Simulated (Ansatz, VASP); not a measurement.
**CsZn in VASP and in Ansatz**

```xyz
2
Lattice="3.6399 0.0000 0.0000 0.0000 3.6399 0.0000 0.0000 0.0000 3.6399" Properties=species:S:1:pos:R:3 pbc="T T T"
Cs    0.0000    0.0000    0.0000
Zn    1.8200    1.8200    1.8200
```

Change from the starting cell: volume scaled by 0.5, PAW files.

Alike in both runs: task single point; functional PBE; k mesh 8 × 8 × 8; occupations fermi-dirac, width 0.05 eV; no spin polarisation.

```csv
,VASP,Ansatz
version,VASP 6.6.1,Ansatz 0.2.0
potentials or method,"VASP PAW PBE potentials, release 64 (Cs_sv, Zn)","PAW with Ansatz's default frozen-core files, scalar-relativistic"
plane-wave cutoff (eV),520,420
valence electrons in the cell,21,21
```

|  | VASP | Ansatz | Ansatz less VASP |
| --- | --- | --- | --- |
| pressure (GPa) | 17.4 | 16.8 | -0.53 |

The functional is the same, so the differences come from potentials, cutoffs and numerics.

Neither program's run includes spin-orbit coupling.
